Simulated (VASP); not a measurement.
# SnTe3 (Fm-3m) in VASP: further runs, part 2 of 2

VASP 6.6.1. Earlier steps stand in the parts before.

### Step 3. Single point, PBE

Contents of INCAR:

```
  PREC = Accurate
  ENCUT = 520
  EDIFF = 1E-7
  ISMEAR = 0
  SIGMA = 0.1
  LREAL = False
  LASPH = True
  NELM = 60
  ALGO = Normal
  ISIF = 2
  LWAVE = False
  LCHARG = False
  GGA = PE
  NBANDS = 24
```

Contents of KPOINTS:

```
Automatic mesh
0
Gamma
  5 5 5
```

Contents of POSCAR:

```
SnTe3
1.0
    0.0000000000      3.8612190000      3.8612190000
    3.8612190000      0.0000000000      3.8612190000
    3.8612190000      3.8612190000      0.0000000000
Sn Te
1 3
Direct
    0.0000000000      0.0000000000      0.0000000000
    0.2500000000      0.2500000000      0.2500000000
    0.7500000000      0.7500000000      0.7500000000
    0.5000000000      0.5000000000      0.5000000000
```

Potentials or basis: VASP PAW PBE potentials, release 64 (Sn_d, Te).

On the command line:

```
cat potpaw_PBE.64/Sn_d/POTCAR potpaw_PBE.64/Te/POTCAR > POTCAR
mpirun -np 1 vasp_std > vasp.out
```

OUTCAR:

```text
PREC = Accurate
   ENCUT = 520
   EDIFF = 1E-7
   ISMEAR = 0
   LREAL = False
   LASPH = True
   NELM = 60
   ISIF = 2
   GGA = PE

 ion  position               nearest neighbor table
   1  0.000  0.000  0.000-   3 3.34   3 3.34   3 3.34   2 3.34   3 3.34   2 3.34   2 3.34   2 3.34

   2  0.250  0.250  0.250-   1 3.34   1 3.34   1 3.34   1 3.34   4 3.34   4 3.34   4 3.34   4 3.34

   3  0.750  0.750  0.750-   4 3.34   4 3.34   4 3.34   1 3.34   4 3.34   1 3.34   1 3.34   1 3.34

   4  0.500  0.500  0.500-   2 3.34   2 3.34   2 3.34   2 3.34   3 3.34   3 3.34   3 3.34   3 3.34

  LATTYP: Found a face centered cubic cell.
 ALAT       =     7.7224380000

  Lattice vectors:

 A1 = (   0.0000000000,   3.8612190000,   3.8612190000)
 A2 = (   3.8612190000,   0.0000000000,   3.8612190000)
 A3 = (   3.8612190000,   3.8612190000,   0.0000000000)

Analysis of symmetry for initial positions (statically):
=====================================================================
 Subroutine PRICEL returns:
 Original cell was already a primitive cell.

 Routine SETGRP: Setting up the symmetry group for a
 face centered cubic supercell.

 Subroutine GETGRP returns: Found 48 space group operations
 (whereof 48 operations were pure point group operations)
 out of a pool of 48 trial point group operations.

The static configuration has the point symmetry O_h .

Analysis of symmetry for dynamics (positions and initial velocities):
=====================================================================
 Subroutine PRICEL returns:
 Original cell was already a primitive cell.

 Routine SETGRP: Setting up the symmetry group for a
 face centered cubic supercell.

 Subroutine GETGRP returns: Found 48 space group operations
 (whereof 48 operations were pure point group operations)
 out of a pool of 48 trial point group operations.

The dynamic configuration has the point symmetry O_h .

 Subroutine INISYM returns: Found 48 space group operations
 (whereof 48 operations are pure point group operations),
 and found     1 'primitive' translations

----------------------------------------------------------------------------------------

                                     Primitive cell

  volume of cell :     115.1339

  direct lattice vectors                    reciprocal lattice vectors
     0.000000000  3.861219000  3.861219000    -0.129492785  0.129492785  0.129492785
     3.861219000  0.000000000  3.861219000     0.129492785 -0.129492785  0.129492785
     3.861219000  3.861219000  0.000000000     0.129492785  0.129492785 -0.129492785

  length of vectors
     5.460588277  5.460588277  5.460588277     0.224288082  0.224288082  0.224288082

  position of ions in fractional coordinates (direct lattice)
     0.000000000  0.000000000  0.000000000
     0.250000000  0.250000000  0.250000000
     0.750000000  0.750000000  0.750000000
     0.500000000  0.500000000  0.500000000

  ion indices of the primitive-cell ions
   primitive index   ion index
                 1           1
                 2           2
                 3           3
                 4           4

----------------------------------------------------------------------------------------

[... 25 lines left out ...]
            Coordinates               Weight
  0.000000  0.000000  0.000000      1.000000
  0.200000  0.000000  0.000000      8.000000
  0.400000  0.000000  0.000000      8.000000
  0.200000  0.200000  0.000000      6.000000
  0.400000  0.200000  0.000000     24.000000
 -0.400000  0.200000  0.000000     24.000000
 -0.200000  0.200000  0.000000     12.000000
  0.400000  0.400000  0.000000      6.000000
 -0.400000  0.400000  0.000000     12.000000
 -0.400000  0.400000  0.200000     24.000000
   k-points           NKPTS =     10   k-points in BZ     NKDIM =     10   number of bands    NBANDS=     24
   number of dos      NEDOS =    301   number of ions     NIONS =      4
   total plane-waves  NPLWV =  74088
   dimension x,y,z NGX =    42 NGY =   42 NGZ =   42
   dimension x,y,z NGXF=    84 NGYF=   84 NGZF=   84
   ions per type =               1   3
   NGX,Y,Z   is equivalent  to a cutoff of  12.79, 12.79, 12.79 a.u.
   NGXF,Y,Z  is equivalent  to a cutoff of  25.57, 25.57, 25.57 a.u.
 SYSTEM =  unknown system
   PREC   = accura    normal or accurate (medium, high low for compatibility)
   ISTART =      0    job   : 0-new  1-cont  2-samecut
   ICHARG =      2    charge: 1-file 2-atom 10-const
   ISPIN  =      1    spin polarized calculation?
   LNONCOLLINEAR =      F non collinear calculations
   LSORBIT =      F    spin-orbit coupling
   LASPH  =      T    aspherical Exc in radial PAW
   ENCUT  =  520.0 eV  38.22 Ry    6.18 a.u.  10.15 10.15 10.15*2*pi/ulx,y,z
   NELM   =     60;   NELMIN=  2; NELMDL= -5     # of ELM steps
   EDIFF  = 0.1E-06   stopping-criterion for ELM
   LREAL  =      F    real-space projection
   EDIFFG = 0.1E-05   stopping-criterion for IOM
   NSW    =      0    number of steps for IOM
   IBRION =     -1    ionic relax: 0-MD 1-quasi-New 2-CG
   NFREE  =      0    steps in history (QN), initial steepest desc. (CG)
   ISIF   =      2    stress and relaxation
   ISYM   =      2    0-nonsym 1-usesym 2-fastsym
   POTIM  = 0.5000    time-step for ionic-motion
   TEBEG  =    0.0;   TEEND  =   0.0 temperature during run
   PSTRESS=    0.0 pullay stress
   NELECT =      32.0000    total number of electrons
   NUPDOWN=      -1.0000    fix difference up-down
   EMIN   =  10.00;   EMAX   =-10.00  energy-range for DOS
   EFERMI =   0.00;   METHOD = LEGACY
   ISMEAR =     0;   SIGMA  =   0.10  broadening in eV -4-tet -1-fermi 0-gaus
   EFERMI_NEDOS =   21; number of points for ismear=-14 and -15
   IALGO  =     38    algorithm
   IMIX   =      4    mixing-type and parameters
     AMIX     =   0.40;   BMIX     =  1.00
     AMIX_MAG =   1.60;   BMIX_MAG =  1.00
  volume/ion in A,a.u.               =      28.78       194.24
  Fermi-wavevector in a.u.,A,eV,Ry     =   1.068375  2.018936 15.530032  1.141425
  Thomas-Fermi vector in A             =   2.204021
   LORBIT       =      0    0 simple, 1 ext, 2 COOP (PROOUT), +10 PAW based schemes
   GGA     = PE    functional components
   LHFCALC =     F    Hartree Fock is set to
   AEXX    =    0.0000 exact exchange contribution
   IVDW    =     0    specifies the selected vdW correction
   LEPSILON=     F    determine dielectric tensor
   LRPA    =     F    only Hartree local field effects (RPA)
 non-spin polarized calculation
 Gauss-broadening in eV      SIGMA  =   0.10
  energy-cutoff  :      520.00
  volume of cell :      115.13
 maximum number of plane-waves:      3119
 NGX is ok and might be reduce to    42
   NGX = 21   NGY = 21   NGZ = 21

 number of electron      31.9999997 magnetization

 Free energy of the ion-electron system (eV)
  ---------------------------------------------------
  ext. energy  EPLUGINS =         0.00000000
  ---------------------------------------------------
  free energy    TOTEN  =       -12.53484995 eV

  energy without entropy =      -12.50452113  energy(sigma->0) =      -12.51968554

 E-fermi :   7.5307     XC(G=0): -10.0308

 val. band max:        7.5060564327   @ k =  -0.4000   0.4000   0.2000
 cond. band min:       7.5411571555   @ k =  -0.4000   0.4000   0.0000
 fundamental gap:      0.0351007228
 Fermi energy:         7.5306704062

 k-point     1 :       0.0000    0.0000    0.0000
  band No.  band energies     occupation
      1     -13.9400      2.00000
      2     -13.9400      2.00000
      3     -13.9400      2.00000
      4     -13.9371      2.00000
      5     -13.9371      2.00000
      6      -5.7336      2.00000
[... 259 lines left out ...]
     23      14.2004      0.00000
     24      14.5898      0.00000

------------------------ aborting loop because EDIFF is reached ----------------------------------------

  FORCE on cell =-STRESS in cart. coord.  units (eV):
  Direction    XX          YY          ZZ          XY          YZ          ZX
  --------------------------------------------------------------------------------------
  -------------------------------------------------------------------------------------
  Total        0.1801191      0.1801191      0.1801191     -0.0000000      0.0000000      0.0000000
  in kB        2.5064956      2.5064956      2.5064956     -0.0000000      0.0000000      0.0000000
  external PRESSURE =       2.5064956 kB  Pullay stress =       0.0000000 kB

 VOLUME and BASIS-vectors are now :
 -----------------------------------------------------------------------------
  energy-cutoff  :      520.00
  volume of cell :      115.13
      direct lattice vectors                 reciprocal lattice vectors
     0.000000000  3.861219000  3.861219000    -0.129492785  0.129492785  0.129492785
     3.861219000  0.000000000  3.861219000     0.129492785 -0.129492785  0.129492785
     3.861219000  3.861219000  0.000000000     0.129492785  0.129492785 -0.129492785

 POSITION                                       TOTAL-FORCE (eV/Angst)
 -----------------------------------------------------------------------------------
      0.00000      0.00000      0.00000         0.000000     -0.000000      0.000000
      1.93061      1.93061      1.93061         0.000000      0.000000      0.000000
      5.79183      5.79183      5.79183        -0.000000     -0.000000     -0.000000
      3.86122      3.86122      3.86122        -0.000000     -0.000000      0.000000
 -----------------------------------------------------------------------------------
    total drift:                               -0.000000      0.000000      0.000000

  FREE ENERGIE OF THE ION-ELECTRON SYSTEM (eV)
  ---------------------------------------------------
  free  energy   TOTEN  =       -12.5348499459 eV

  energy  without entropy=      -12.5045211282  energy(sigma->0) =      -12.51968554
```

OSZICAR:

```text
N       E                     dE             d eps       ncg     rms          rms(c)
DAV:   1     0.225315783808E+03    0.22532E+03   -0.13300E+04   480   0.132E+03
DAV:   2     0.124115234510E+02   -0.21290E+03   -0.20005E+03   504   0.350E+02
DAV:   3    -0.116238770689E+02   -0.24035E+02   -0.23010E+02   608   0.103E+02
DAV:   4    -0.125517460547E+02   -0.92787E+00   -0.92456E+00   552   0.209E+01
DAV:   5    -0.125871146917E+02   -0.35369E-01   -0.35367E-01   736   0.446E+00    0.977E+00
DAV:   6    -0.125358484254E+02    0.51266E-01   -0.20078E-01   616   0.228E+00    0.630E+00
DAV:   7    -0.125373212300E+02   -0.14728E-02   -0.42493E-02   576   0.124E+00    0.227E+00
DAV:   8    -0.125347856367E+02    0.25356E-02   -0.10712E-02   536   0.520E-01    0.263E-01
DAV:   9    -0.125348751110E+02   -0.89474E-04   -0.24120E-03   624   0.284E-01    0.304E-01
DAV:  10    -0.125348720992E+02    0.30118E-05   -0.97844E-05   576   0.616E-02    0.244E-01
DAV:  11    -0.125348585267E+02    0.13572E-04   -0.40179E-05   616   0.493E-02    0.486E-02
DAV:  12    -0.125348495858E+02    0.89409E-05   -0.10553E-05   592   0.261E-02    0.166E-02
DAV:  13    -0.125348500397E+02   -0.45390E-06   -0.23249E-06   608   0.723E-03    0.936E-03
DAV:  14    -0.125348499459E+02    0.93765E-07   -0.18841E-07   432   0.461E-03
   1 F= -.12534850E+02 E0= -.12519686E+02  d E =-.303288E-01
```

Run time: 20 s. Hardware: 1 thread of Intel Xeon 6975P-C (Granite Rapids), shared host; peak memory 0.25 GiB.

What came out:

```
Free energy : -12.5348 eV
Pressure    : 0.3 GPa
```

Levels at points of the mesh, in eV from the Fermi level:
```
           k point  band 13  band 14  band 15  band 16  band 17  band 18  band 19  band 20
(0.00, 0.00, 0.00)    -3.08    -3.08    -3.08    -1.66    -1.66    -1.66     3.28     3.28
```

Caveat: this odd mesh misses L, where the gap lies, so gap, dielectric constants and Born charges aren't listed; spin-orbit coupling is left out, which moves the levels of the heavy elements.

### Step 4. Single point, PBE

Contents of INCAR:

```
ALGO = Normal ; EDIFF = 1E-6
ENCUT = 520 ; GGA = PE
ISIF = 2 ; ISMEAR = 0
LASPH = True ; LCHARG = True
LELF = True ; LREAL = False
LVHAR = True ; LWAVE = False
NBANDS = 24 ; NELM = 80
PREC = Accurate ; SIGMA = 0.2
```

Contents of KPOINTS:

```
k-points
0
Gamma
  5 5 5
```

POSCAR is that of step 3.

On the command line:

```
cat potpaw_PBE.64/Sn_d/POTCAR potpaw_PBE.64/Te/POTCAR > POTCAR
mpirun -np 1 vasp_std > vasp.out
```

Wall time 19 s (1 thread of Intel Xeon 6975P-C (Granite Rapids), shared host); peak memory 0.25 GiB.

Results (log left out):

| Item | Value |
| --- | --- |
| Free energy | -12.5735 eV |
| Pressure | 0.2 GPa |

Levels at points of the mesh, in eV from the Fermi level:
| k point | band 12 | band 13 | band 14 | band 15 | band 16 | band 17 | band 18 | band 19 | band 20 | band 21 |
| --- | --- | --- | --- | --- | --- | --- | --- | --- | --- | --- |
| (0.00, 0.00, 0.00) | -3.11 | -3.08 | -3.08 | -3.08 | -1.65 | -1.65 | -1.65 | 3.28 | 3.28 | 4.28 |

Caveat: this odd mesh misses L, where the gap lies, so gap, dielectric constants and Born charges aren't listed; spin-orbit coupling is left out, which moves the levels of the heavy elements.

### Step 5. Single point, PBE

Contents of INCAR:

```
ALGO     = Normal         # electronic algorithm
EDIFF    = 1E-6           # SCF threshold, eV
ENCUT    = 520            # plane-wave cutoff, eV
GGA      = PE             # functional
ISIF     = 2              # what is computed and relaxed
ISMEAR   = 0              # smearing method
LASPH    = True           # aspherical terms in the spheres
LCHARG   = False          # write CHGCAR
LREAL    = False          # projectors in reciprocal space
LWAVE    = False          # write WAVECAR
NBANDS   = 24             # bands
NELM     = 100            # most SCF steps
PREC     = Accurate       # precision mode
SIGMA    = 0.4            # smearing width, eV
```

KPOINTS is that of step 4.

POSCAR is that of step 4.

On the command line:

```
cat potpaw_PBE.64/Sn_d/POTCAR potpaw_PBE.64/Te/POTCAR > POTCAR
mpirun -np 1 vasp_std > vasp.out
```

Run time: 19 s. Hardware: 1 thread of Intel Xeon 6975P-C (Granite Rapids), shared host; peak memory 0.25 GiB.

It converged, with:

```
Free energy : -12.6966 eV
Pressure    : 0.3 GPa
```

Levels at points of the mesh, in eV from the Fermi level:
```csv
k point,band 12,band 13,band 14,band 15,band 16,band 17,band 18,band 19,band 20,band 21
"(0.00, 0.00, 0.00)",-3.14,-3.10,-3.10,-3.10,-1.68,-1.68,-1.68,3.25,3.25,4.25
```

Caveat: this odd mesh misses L, where the gap lies, so gap, dielectric constants and Born charges aren't listed; spin-orbit coupling is left out, which moves the levels of the heavy elements.

### Step 6. The runs side by side

```tsv
smearing	pressure (GPa)
gaussian 0.05 eV	0.2
gaussian 0.1 eV	0.3
gaussian 0.2 eV	0.2
gaussian 0.4 eV	0.3
```

Alike in all rows: task single point; level PBE; potentials or basis VASP PAW PBE potentials, release 64 (Sn_d, Te); no spin polarisation; cell as given; k mesh 5 × 5 × 5; cutoff (eV) 520.

Caveats: spin-orbit coupling is left out, which moves the levels of the heavy elements.

Total energies depend on the potentials used, so only differences within one code and one set of settings carry meaning.
